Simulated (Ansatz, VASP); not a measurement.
AlRu: VASP beside Ansatz

```xyz
2
Lattice="2.9467 0.0000 0.0000 0.0000 2.9916 0.0000 0.0000 0.0000 2.9916" Properties=species:S:1:pos:R:3 pbc="T T T"
Al    0.0000    0.0000    0.0000
Ru    1.4734    1.4958    1.4958
```

Change from the starting cell: strain -0.0150 x Voigt [1, 0, 0, 0, 0, 0], atoms carried along.

Alike in both runs: task single point; functional PBE; k mesh 16 × 16 × 16; occupations gaussian, width 0.15 eV; no spin polarisation.

|  | VASP | Ansatz |
| --- | --- | --- |
| version | VASP 6.6.1 | Ansatz 0.2.0 |
| potentials or method | VASP PAW PBE potentials, release 64 (Al, Ru_pv), cutoff 520 eV | scalar-relativistic, plane waves, PAW |
| valence electrons in the cell | 17 | 19 |

```csv
,VASP,Ansatz,Ansatz less VASP
gap on the k mesh at the Fermi level (eV),none,none,-
pressure (GPa),6.0,6.0,+0.01
"traceless stress, the component that is largest in VASP (GPa)",1.85,1.84,-0.008
```

A gap of «none» marks a metal or a gap that the smearing closes. The functional is the same, so the differences come from potentials, cutoffs and numerics. VASP's potentials hold 17 valence electrons a cell and Ansatz's 19, so a difference there can come from the potentials and not from the codes.
